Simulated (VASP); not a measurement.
# Al4VN2 (C2/m) in VASP: relaxation of cell and atoms with PBE

Aim: the relaxation of cell and atoms of Al4VN2 with PBE.

Program: VASP 6.6.1. These are calculated values, not measurements. Logs are shortened: lines on timing, memory, paths and dates and some standing lists are left out, and cuts for length are marked.

## 1. The cell of the first run

The structure is monoclinic, space group C2/m (No. 12). The conventional cell has a = 4.974 Å, b = 2.873 Å, c = 11.844 Å, α = 90.00°, β = 98.43°, γ = 90.00°. Within 2.6 Å of Al (site symmetry m) lie 3 N at 1.97 Å. Al (site symmetry m) has 12 Al at 2.79 to 2.87 Å and 3 N at 3.76 to 3.77 Å within 3.8 Å. V (site symmetry 2/m) has 6 N at 2.13 to 2.14 Å and 6 V at 2.87 Å and 6 Al at 2.93 Å within 3.0 Å. N (site symmetry m) has 3 Al at 1.97 Å and 3 V at 2.13 to 2.14 Å within 2.6 Å.

## 2. Relaxation of cell and atoms, PBE

Contents of INCAR:

```
  ALGO = Normal
  EDIFF = 1E-6
  EDIFFG = -0.01
  ENCUT = 600
  GGA = PE
  IBRION = 2
  ISIF = 3
  ISMEAR = 0
  LASPH = T
  LCHARG = F
  LREAL = F
  LWAVE = F
  NELM = 60
  NSW = 100
  PREC = Accurate
  SIGMA = 0.1
```

Contents of KPOINTS:

```
k-points
0
Gamma
  12 12 4
```

Contents of POSCAR:

```
Al4VN2
1.0
    2.4871199351     -1.4366891464      0.0000000000
    2.4871199351      1.4366891464      0.0000000000
   -1.7360786969      0.0000000000     11.7159144510
Al V N
4 1 2
Direct
    0.9043099224      0.9043099224      0.7063168503
    0.0956900776      0.0956900776      0.2936831497
    0.6376946628      0.6376946628      0.9034936499
    0.3623053372      0.3623053372      0.0965063501
    0.5000000000      0.5000000000      0.5000000000
    0.7940108679      0.7940108679      0.3850959933
    0.2059891321      0.2059891321      0.6149040067
```

Potentials or basis: VASP PAW PBE potentials, release 64 (Al, V_sv, N).

The run is started by

```console
$ cat potpaw_PBE.64/Al/POTCAR potpaw_PBE.64/V_sv/POTCAR potpaw_PBE.64/N/POTCAR > POTCAR
$ mpirun -np 1 vasp_std > vasp.out
```

OUTCAR:

```text
EDIFF = 1E-6
   EDIFFG = -0.01
   ENCUT = 600
   GGA = PE
   IBRION = 2
   ISIF = 3
   ISMEAR = 0
   LASPH = T
   LREAL = F
   NELM = 60
   NSW = 100
   PREC = Accurate

 ion  position               nearest neighbor table
   1  0.904  0.904  0.706-   7 1.97   7 1.97   7 1.97   3 2.84   3 2.84   3 2.85   5 2.93   5 2.93
                             5 2.93
   2  0.096  0.096  0.294-   6 1.97   6 1.97   6 1.97   4 2.84   4 2.84   4 2.85   5 2.93   5 2.93
                             5 2.93
   3  0.638  0.638  0.903-   4 2.79   4 2.79   4 2.83   1 2.84   1 2.84   1 2.85
   4  0.362  0.362  0.097-   3 2.79   3 2.79   3 2.83   2 2.84   2 2.84   2 2.85
   5  0.500  0.500  0.500-   7 2.13   7 2.13   6 2.13   6 2.13   6 2.14   7 2.14   1 2.93   2 2.93
                             1 2.93   2 2.93   1 2.93   2 2.93
   6  0.794  0.794  0.385-   2 1.97   2 1.97   2 1.97   5 2.13   5 2.13   5 2.14
   7  0.206  0.206  0.615-   1 1.97   1 1.97   1 1.97   5 2.13   5 2.13   5 2.14

  LATTYP: Found a base centered monoclinic cell.
 ALAT       =     4.9742398702
 B/A-ratio  =     0.5776517353
 C/A-ratio  =     2.3810357891
 COS(beta)  =    -0.1465806896

  Lattice vectors:

 A1 = (   2.4871199351,  -1.4366891464,   0.0000000000)
 A2 = (   2.4871199351,   1.4366891464,   0.0000000000)
 A3 = (  -1.7360786969,   0.0000000000,  11.7159144510)

Analysis of symmetry for initial positions (statically):
=====================================================================
 Subroutine PRICEL returns:
 Original cell was already a primitive cell.

 Routine SETGRP: Setting up the symmetry group for a
 base centered monoclinic supercell.

 Subroutine GETGRP returns: Found  4 space group operations
 (whereof  4 operations were pure point group operations)
 out of a pool of  4 trial point group operations.

The static configuration has the point symmetry C_2h.

Analysis of symmetry for dynamics (positions and initial velocities):
=====================================================================
 Subroutine PRICEL returns:
 Original cell was already a primitive cell.

 Routine SETGRP: Setting up the symmetry group for a
 base centered monoclinic supercell.

 Subroutine GETGRP returns: Found  4 space group operations
 (whereof  4 operations were pure point group operations)
 out of a pool of  4 trial point group operations.

The dynamic configuration has the point symmetry C_2h.

 Subroutine INISYM returns: Found  4 space group operations
 (whereof  4 operations are pure point group operations),
 and found     1 'primitive' translations

----------------------------------------------------------------------------------------

                                     Primitive cell

  volume of cell :      83.7270

  direct lattice vectors                    reciprocal lattice vectors
     2.487119935 -1.436689146  0.000000000     0.201035741 -0.348022397  0.029789725
     2.487119935  1.436689146  0.000000000     0.201035741  0.348022397  0.029789725
    -1.736078697  0.000000000 11.715914451     0.000000000  0.000000000  0.085353986

  length of vectors
     2.872253693  2.872253693 11.843843154     0.403016607  0.403016607  0.085353986

  position of ions in fractional coordinates (direct lattice)
     0.904309922  0.904309922  0.706316850
     0.095690078  0.095690078  0.293683150
     0.637694663  0.637694663  0.903493650
     0.362305337  0.362305337  0.096506350
     0.500000000  0.500000000  0.500000000
     0.794010868  0.794010868  0.385095993
     0.205989132  0.205989132  0.614904007

  ion indices of the primitive-cell ions
   primitive index   ion index
                 1           1
                 2           2
                 3           3
                 4           4
                 5           5
                 6           6
                 7           7

----------------------------------------------------------------------------------------

 KPOINTS: k-points

Automatic generation of k-mesh.
 Grid dimensions read from file:
 generate k-points for:   12   12    4

 Generating k-lattice:

  Cartesian coordinates                     Fractional coordinates (reciprocal lattice)
     0.016752978 -0.029001866  0.002482477     0.083333333 -0.000000000  0.000000000
     0.016752978  0.029001866  0.002482477    -0.000000000  0.083333333  0.000000000
     0.000000000  0.000000000  0.021338497     0.000000000  0.000000000  0.250000000

  Length of vectors
     0.033584717  0.033584717  0.021338497

  Shift w.r.t. Gamma in fractional coordinates (k-lattice)
     0.000000000  0.000000000  0.000000000

 Subroutine IBZKPT returns following result:
 ===========================================

 Found    164 irreducible k-points:

 Following reciprocal coordinates:
            Coordinates               Weight
  0.000000  0.000000  0.000000      1.000000
  0.083333  0.000000  0.000000      4.000000
  0.166667 -0.000000  0.000000      4.000000
  0.250000  0.000000  0.000000      4.000000
  0.333333  0.000000  0.000000      4.000000
  0.416667  0.000000 -0.000000      4.000000
[... 16 lines left out ...]
  0.500000  0.166667 -0.000000      4.000000
 -0.416667  0.166667  0.000000      4.000000
 [... further k-points ...]
   k-points           NKPTS =    164   k-points in BZ     NKDIM =    164   number of bands    NBANDS=     21
   number of dos      NEDOS =    301   number of ions     NIONS =      7
   total plane-waves  NPLWV =  55296
   dimension x,y,z NGX =    24 NGY =   24 NGZ =   96
   dimension x,y,z NGXF=    48 NGYF=   48 NGZF=  192
   ions per type =               4   1   2
   NGX,Y,Z   is equivalent  to a cutoff of  13.89, 13.89, 13.48 a.u.
   NGXF,Y,Z  is equivalent  to a cutoff of  27.78, 27.78, 26.95 a.u.
 SYSTEM =  unknown system
   PREC   = accura    normal or accurate (medium, high low for compatibility)
   ISTART =      0    job   : 0-new  1-cont  2-samecut
   ICHARG =      2    charge: 1-file 2-atom 10-const
   ISPIN  =      1    spin polarized calculation?
   LNONCOLLINEAR =      F non collinear calculations
   LSORBIT =      F    spin-orbit coupling
   LASPH  =      T    aspherical Exc in radial PAW
   ENCUT  =  600.0 eV  44.10 Ry    6.64 a.u.   5.74  5.74 23.66*2*pi/ulx,y,z
   NELM   =     60;   NELMIN=  2; NELMDL= -5     # of ELM steps
   EDIFF  = 0.1E-05   stopping-criterion for ELM
   LREAL  =      F    real-space projection
   EDIFFG = -.1E-01   stopping-criterion for IOM
   NSW    =    100    number of steps for IOM
   IBRION =      2    ionic relax: 0-MD 1-quasi-New 2-CG
   NFREE  =      1    steps in history (QN), initial steepest desc. (CG)
   ISIF   =      3    stress and relaxation
   ISYM   =      2    0-nonsym 1-usesym 2-fastsym
   POTIM  = 0.5000    time-step for ionic-motion
   TEBEG  =    0.0;   TEEND  =   0.0 temperature during run
   PSTRESS=    0.0 pullay stress
   NELECT =      35.0000    total number of electrons
   NUPDOWN=      -1.0000    fix difference up-down
   EMIN   =  10.00;   EMAX   =-10.00  energy-range for DOS
   EFERMI =   0.00;   METHOD = LEGACY
   ISMEAR =     0;   SIGMA  =   0.10  broadening in eV -4-tet -1-fermi 0-gaus
   EFERMI_NEDOS =   21; number of points for ismear=-14 and -15
   IALGO  =     38    algorithm
   IMIX   =      4    mixing-type and parameters
     AMIX     =   0.40;   BMIX     =  1.00
     AMIX_MAG =   1.60;   BMIX_MAG =  1.00
  volume/ion in A,a.u.               =      11.96        80.72
  Fermi-wavevector in a.u.,A,eV,Ry     =   1.224078  2.313171 20.386505  1.498366
  Thomas-Fermi vector in A             =   2.359165
   LORBIT       =      0    0 simple, 1 ext, 2 COOP (PROOUT), +10 PAW based schemes
   GGA     = PE    functional components
   LHFCALC =     F    Hartree Fock is set to
   AEXX    =    0.0000 exact exchange contribution
   IVDW    =     0    specifies the selected vdW correction
   LEPSILON=     F    determine dielectric tensor
   LRPA    =     F    only Hartree local field effects (RPA)
 conjugate gradient relaxation of ions
 non-spin polarized calculation
 Gauss-broadening in eV      SIGMA  =   0.10
  energy-cutoff  :      600.00
  volume of cell :       83.73
 maximum number of plane-waves:      2812
   NGX = 11   NGY = 11   NGZ = 47

--------------------------------------- Ionic step        1  -------------------------------------------

 number of electron      35.0000007 magnetization

 Free energy of the ion-electron system (eV)
  ---------------------------------------------------
  ext. energy  EPLUGINS =         0.00000000
  ---------------------------------------------------
  free energy    TOTEN  =       -44.27013226 eV

  energy without entropy =      -44.25322526  energy(sigma->0) =      -44.26167876

------------------------ aborting loop because EDIFF is reached ----------------------------------------

  FORCE on cell =-STRESS in cart. coord.  units (eV):
  Direction    XX          YY          ZZ          XY          YZ          ZX
  --------------------------------------------------------------------------------------
  -------------------------------------------------------------------------------------
  Total        0.0774991      0.0827383     -0.5150458      0.0000000      0.0000000      0.1271535
  in kB        1.4830010      1.5832580     -9.8557737      0.0000000      0.0000000      2.4331734
  external PRESSURE =      -2.2631716 kB  Pullay stress =       0.0000000 kB
[... 104 lines left out ...]
  FREE ENERGIE OF THE ION-ELECTRON SYSTEM (eV)
  ---------------------------------------------------
  free  energy   TOTEN  =       -44.2734380411 eV

  energy  without entropy=      -44.2561794560  energy(sigma->0) =      -44.26480875

[... ionic steps 4 to 13 ...]

--------------------------------------- Ionic step       14  -------------------------------------------

 number of electron      35.0000006 magnetization

------------------------ aborting loop because EDIFF is reached ----------------------------------------
[... 77 lines left out ...]
--------------------------------------- Ionic step       16  -------------------------------------------

 number of electron      35.0000006 magnetization

 Free energy of the ion-electron system (eV)
  ---------------------------------------------------
  ext. energy  EPLUGINS =         0.00000000
  ---------------------------------------------------
  free energy    TOTEN  =       -44.27410439 eV

  energy without entropy =      -44.25663042  energy(sigma->0) =      -44.26536740

 E-fermi :   9.5517     XC(G=0): -11.3327

 val. band max:        9.5515139051   @ k =   0.0833   0.0000   0.5000
 cond. band min:       9.5539946724   @ k =   0.0833   0.0833   0.2500
 fundamental gap:      0.0024807673
 Fermi energy:         9.5516944677

 k-point     1 :       0.0000    0.0000    0.0000
  band No.  band energies     occupation
      1     -55.4838      2.00000
      2     -29.3987      2.00000
      3     -29.1467      2.00000
      4     -29.1466      2.00000
      5      -8.3873      2.00000
      6      -7.6506      2.00000
[... 565 lines left out ...]
     20      10.5856      0.00000
     21      10.6471      0.00000

 [... further k-points ...]

------------------------ aborting loop because EDIFF is reached ----------------------------------------

  FORCE on cell =-STRESS in cart. coord.  units (eV):
  Direction    XX          YY          ZZ          XY          YZ          ZX
  --------------------------------------------------------------------------------------
  -------------------------------------------------------------------------------------
  Total        0.0043338      0.0037040      0.0193801      0.0000000      0.0000000      0.0073360
  in kB        0.0831505      0.0710674      0.3718357      0.0000000      0.0000000      0.1407527
  external PRESSURE =       0.1753512 kB  Pullay stress =       0.0000000 kB
[... 22 lines left out ...]
  FREE ENERGIE OF THE ION-ELECTRON SYSTEM (eV)
  ---------------------------------------------------
  free  energy   TOTEN  =       -44.2741043852 eV

  energy  without entropy=      -44.2566304180  energy(sigma->0) =      -44.26536740

 reached required accuracy - stopping structural energy minimisation
```

It took 20 min on 1 thread of AMD EPYC 9R45 (Zen 5), shared host; peak memory 0.47 GiB.

Results:

```yaml
Free_energy: -44.2741 eV
Relaxed_volume: 11.93 Å³/atom
Relaxed_cell: a = 2.877 Å, b = 2.877 Å, c = 11.766 Å, α = 97.10°, β = 97.10°, γ = 60.00°
Space_group_after_relaxing_to_0.1_Å: R-3m (No. 166)
Energy_gained_by_relaxing: 0.6 meV/atom
Ionic_steps: 16
Pressure_after_relaxing: 0.0 GPa
Largest_force_after_relaxing: 0.006 eV/Å
Band_gap_on_the_k_mesh: zero (an odd number of electrons rules out a gap without spin polarisation)
```

Forces on the atoms (eV/Å):
```
Al  -0.006  0.000 -0.002
Al   0.006  0.000  0.002
Al   0.002  0.000 -0.006
Al  -0.002  0.000  0.006
V    0.000  0.000  0.000
N    0.003  0.000  0.001
N   -0.003  0.000 -0.001
```

The path:
```
step  energy change (eV)  largest force (eV/Å)  pressure (GPa)  volume (Å³)
   1              0.0000                0.1483           -0.23        83.73
   2             -0.0030                0.0643            0.13        83.52
   3             -0.0033                0.0395            0.24        83.44
   4             -0.0033                0.0416            0.27        83.42
   5             -0.0036                0.0239           -0.20        83.65
   6             -0.0036                0.0274           -0.09        83.60
   7             -0.0037                0.0170           -0.01        83.56
   8             -0.0037                0.0176            0.02        83.55
   9             -0.0038                0.0146           -0.02        83.56
  10             -0.0038                0.0102           -0.11        83.61
  11             -0.0038                0.0117           -0.16        83.62
  12             -0.0039                0.0111           -0.16        83.61
  13             -0.0039                0.0104           -0.09        83.58
  14             -0.0039                0.0145            0.00        83.52
  15             -0.0040                0.0123            0.00        83.51
  16             -0.0040                0.0060            0.02        83.51
```

Final structure:
```yaml
crystal:
  lattice:
    - [2.49202, -1.43864, 0.00647]
    - [2.49202, 1.43864, 0.00647]
    - [-1.70908, 0.00000, 11.64167]
  atoms:
    - { symbol: Al, position: [0.90327, 0.90327, 0.70687] }
    - { symbol: Al, position: [0.09673, 0.09673, 0.29313] }
    - { symbol: Al, position: [0.63447, 0.63447, 0.90267] }
    - { symbol: Al, position: [0.36553, 0.36553, 0.09733] }
    - { symbol: V, position: [0.50000, 0.50000, 0.50000] }
    - { symbol: N, position: [0.79428, 0.79428, 0.38456] }
    - { symbol: N, position: [0.20572, 0.20572, 0.61544] }
```

Levels at points of the mesh, in eV from the Fermi level:
```tsv
k point	band 15	band 16	band 17	band 18	band 19	band 20
(0.00, 0.00, 0.00)	-2.46	-0.50	-0.16	-0.15	-0.07	1.92
(0.50, 0.00, 0.00)	-3.52	-2.61	-1.74	-0.46	0.04	1.37
(0.50, 0.50, 0.00)	-3.08	-2.67	-2.08	-0.43	-0.01	1.37
(0.00, 0.00, 0.50)	-2.46	-1.79	-0.16	-0.15	0.35	1.92
(0.50, 0.00, 0.50)	-3.09	-2.66	-2.08	-0.41	-0.03	1.37
(0.50, 0.50, 0.50)	-3.52	-2.63	-1.74	-0.47	0.06	1.37
```

Caveat: the run has no spin polarisation, though such a crystal can be magnetic.
